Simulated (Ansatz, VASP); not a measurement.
# One calculation of SnS2, two programs

File POSCAR:

```
SnS2
1.0
    3.6607548086      0.0000000000      0.0000000000
   -1.8303774043      3.1703066613      0.0000000000
    0.0000000000      0.0000000000      5.9617808839
Sn S
1 2
Direct
    0.0000000000      0.0000000000      0.0000000000
    0.3333333333      0.6666666667      0.2455905344
    0.6666666667      0.3333333333      0.7544094656
```

INCAR.step1

```
SYSTEM = SnS2
PREC = Accurate
ENCUT = 400
EDIFF = 1E-5
ISMEAR = 0
SIGMA = 0.01
LREAL = .FALSE.
LASPH = .TRUE.
NELM = 120
ALGO = Normal
ISIF = 2
LWAVE = .TRUE.
LCHARG = .FALSE.
NBANDS = 20
GGA = PE
GGA_COMPAT = .FALSE.
```

File INCAR.step2:

```
SYSTEM = SnS2
PREC = Accurate
ENCUT = 400
EDIFF = 1E-6
ISMEAR = 0
SIGMA = 0.01
LREAL = .FALSE.
LASPH = .TRUE.
NELM = 120
ALGO = Normal
ISIF = 2
LWAVE = .FALSE.
LCHARG = .FALSE.
GGA = PE
LHFCALC = .TRUE.
AEXX = 0.4
HFSCREEN = 0.3
PRECFOCK = Normal
NBANDS = 20
ISTART = 1
GGA_COMPAT = .FALSE.
```

Contents of KPOINTS:

```
regular mesh
0
G
  6 6 2
  0 0 0
```

Input for Ansatz:

```yaml
crystal:
  lattice:
    - [3.6607548086, 0.0, 0.0]
    - [-1.8303774043, 3.1703066613, 0.0]
    - [0.0, 0.0, 5.9617808839]
  atoms:
    - { symbol: Sn, position: [0.0, 0.0, 0.0] }
    - { symbol: S, position: [0.3333333333, 0.6666666667, 0.2455905344] }
    - { symbol: S, position: [0.6666666667, 0.3333333333, 0.7544094656] }
kpoints:
  mp_grid: { grid: [6, 6, 2] }
hamiltonian:
  xc: { exchange: pbe, correlation: pbe, exx: { coeff: 0.4, omega: 0.3 } }
scf:
  occupations: { method: fixed }
  n_extra_bands: 4
output:
  forces: true
  stress: true
  eigenvalues: true
```

Alike in both runs: task single point; functional PBE-based screened hybrid with a share of 0.4 of exact exchange and HFSCREEN = 0.3; k mesh 6 × 6 × 2; no spin polarisation.

|  | VASP | Ansatz |
| --- | --- | --- |
| version | VASP 6.6.1 | Ansatz 0.2.0 |
| potentials or method | VASP PAW PBE potentials, release 64 (Sn_d, S) | plane waves |
| plane-wave cutoff (eV) | 400 | 420 |
| occupations | gaussian, width 0.01 eV | fixed |
| valence electrons in the cell | 26 | 26 |

```csv
,VASP,Ansatz,Ansatz less VASP
gap on the k mesh at the Fermi level (eV),2.67,2.67,-0.004
pressure (GPa),-1.7,-1.5,+0.21
"traceless stress, the component that is largest in VASP (GPa)",-0.07,-0.08,-0.012
rms of the force components (eV/Å),0.223,0.217,-0.0066
```

VASP's potentials were made for PBE, not for PBE-based screened hybrid. Atom by atom the forces differ by 0.007 eV/Å (rms over components). Ansatz's warnings: stress exchange threshold loose, stress scf threshold loose.

The k mesh is coarse, so the values compare programs but aren't converged.
